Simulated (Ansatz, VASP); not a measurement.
# One calculation of Se, two programs

File INCAR:

```
PREC     = Accurate       # precision mode
ENCUT    = 520            # plane-wave cutoff, eV
EDIFF    = 1E-6           # SCF threshold, eV
ISMEAR   = -1             # smearing method
SIGMA    = 0.1            # smearing width, eV
LREAL    = F              # projectors in reciprocal space
LASPH    = T              # aspherical terms in the spheres
NELM     = 100            # most SCF steps
ALGO     = Normal         # electronic algorithm
ISIF     = 2              # what is computed and relaxed
LWAVE    = F              # write WAVECAR
LCHARG   = T              # write CHGCAR
LELF     = T              # ELF
LVHAR    = T            
NBANDS   = 9              # bands
```

The input KPOINTS:

```
regular mesh
0
Gamma
  13 13 13
```

File POSCAR:

```
Se
1.0
    2.7694729991      0.0000000000      0.0000000000
    0.0000000000      2.7694729991      0.0000000000
    0.0000000000      0.0000000000      2.7694729991
Se
1
Direct
    0.0000000000      0.0000000000      0.0000000000
```

Input for Ansatz:

```yaml
crystal:
  lattice:
    - [2.7694729991, 0.0, 0.0]
    - [0.0, 2.7694729991, 0.0]
    - [0.0, 0.0, 2.7694729991]
  atoms:
    - { symbol: Se, position: [0.0, 0.0, 0.0] }
hamiltonian:
  xc: lda
  pseudopotentials:
    kind: paw
    azcp:
      Se: "pseudopotentials/Se.paw.azcp"
basis:
  ecutwfc: 420
  fft_grid_basis: typed
kpoints:
  mp_grid: { grid: [13, 13, 13], shift: [0, 0, 0] }
magnetization:
  spin_polarized: false
scf:
  occupations: { method: fermi_dirac, width: 0.1 }
  lower_state_search: "off"
output:
  stress: true
  write_density: true
  write_potential: true
  elf: true
  volumetric_format: npy
```

Alike in both runs: task single point; functional LDA; k mesh 13 × 13 × 13; occupations fermi-dirac, width 0.1 eV; no spin polarisation.

```csv
,VASP,Ansatz
version,VASP 6.6.1,Ansatz 0.2.0
potentials or method,"VASP PAW LDA potentials, release 64 (Se), cutoff 520 eV","plane waves (420 eV) with PAW, scalar-relativistic"
valence electrons in the cell,6,16
```

```tsv
	VASP	Ansatz	Ansatz less VASP
pressure (GPa)	0.1	0.0	-0.18
```

Ansatz warns that its potentials were made for another functional, while VASP's fit it. LDA's correlation is that of Perdew and Zunger in VASP and of Perdew and Wang (1992) in Ansatz. VASP's potentials hold 6 valence electrons a cell and Ansatz's 16, so a difference there can come from the potentials and not from the codes.
